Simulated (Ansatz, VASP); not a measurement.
# Two plane-wave programs on Ca2B3

```
CELL_PARAMETERS angstrom
3.26159 0.00000 0.00000
-1.63080 2.82462 0.00000
0.00000 0.00000 8.65130
ATOMIC_POSITIONS crystal
Ca 0.33333 0.66667 0.21428
Ca 0.66667 0.33333 0.78572
B 0.00000 0.00000 0.00000
B 0.33333 0.66667 0.50992
B 0.66667 0.33333 0.49008
```

Alike in both runs: functional PBE; k mesh 12 × 12 × 6; occupations gaussian, width 0.1 eV; no spin polarisation.

Ansatz relaxed the structure, and its values are those at the end. VASP's run is a single point on that final structure, the one shown.

|  | VASP | Ansatz |
| --- | --- | --- |
| version | VASP 6.6.1 | Ansatz 0.2.0 |
| potentials or method | VASP PAW PBE potentials, release 64 (Ca_sv, B), cutoff 520 eV | scalar-relativistic, plane waves, PAW |
| valence electrons in the cell | 29 | 29 |

VASP gave:

```
gap on the k mesh at the Fermi level (eV) : none
pressure (GPa)                            : 0.2
```

Which values does Ansatz return?

gap on the k mesh at the Fermi level (eV): none; pressure (GPa): 0.0.

A gap of «none» marks a metal or a gap that the smearing closes. The functional is the same, so the differences come from potentials, cutoffs and numerics.
